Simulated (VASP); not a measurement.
Write the native input for VASP 6.6.1 that does the following.

* Task: single point
* Functional: PBE
* Potentials or basis: VASP PAW PBE potentials, release 64 (Ag, Sc_sv, Te)
* Cutoff: 520 eV
* k mesh: 6 × 6 × 6
* Occupations: gaussian, width 0.01 eV
* Spin: no spin polarisation
* Dipole correction: no
* Further INCAR settings: ALGO = Normal; EDIFF = 1e-06; NBANDS = 25

The structure of ScAgTe2 lies in POSCAR:

```
ScAgTe2
1.0
    2.1060068629      1.2159036292      7.0056316329
   -2.1060068629      1.2159036292      7.0056316329
    0.0000000000     -2.4318072584      7.0056316329
Ag Sc Te
1 1 2
Direct
    1.0000000000      0.0000000000      0.0000000000
    0.5000000000      0.5000000000      0.5000000000
    0.2465396917      0.2465396917      0.2465396917
    0.7534603083      0.7534603083      0.7534603083
```

The input as run:

INCAR

```
PREC = Accurate ; ENCUT = 520
EDIFF = 1E-6 ; ISMEAR = 0
SIGMA = 0.01 ; LREAL = F
LASPH = T ; NELM = 80
ALGO = Normal ; ISIF = 2
LWAVE = F ; LCHARG = F
GGA = PE ; NBANDS = 25
```

KPOINTS

```
Automatic mesh
0
Gamma
  6 6 6
```

Potentials or basis: VASP PAW PBE potentials, release 64 (Ag, Sc_sv, Te).

Launch:

```bash
$ cat potpaw_PBE.64/Ag/POTCAR potpaw_PBE.64/Sc_sv/POTCAR potpaw_PBE.64/Te/POTCAR > POTCAR
$ mpirun -np 1 vasp_std > vasp.out
```

It gave:

The pressure is 0.5 GPa. The largest force is 0.068 eV/Å and the band gap on the k mesh is 0.29 eV (least direct gap 0.83 eV).

Caveat: semilocal functionals underestimate gaps, and a narrow one can read as zero; spin-orbit coupling is left out, which moves the levels of the heavy elements.

Run time: 3.1 min on 1 thread of Intel(R) Xeon(R) Platinum 8259CL CPU @ 2.50GHz (Skylake/Cascade Lake), with other jobs on the host, peak memory 0.45 GiB.
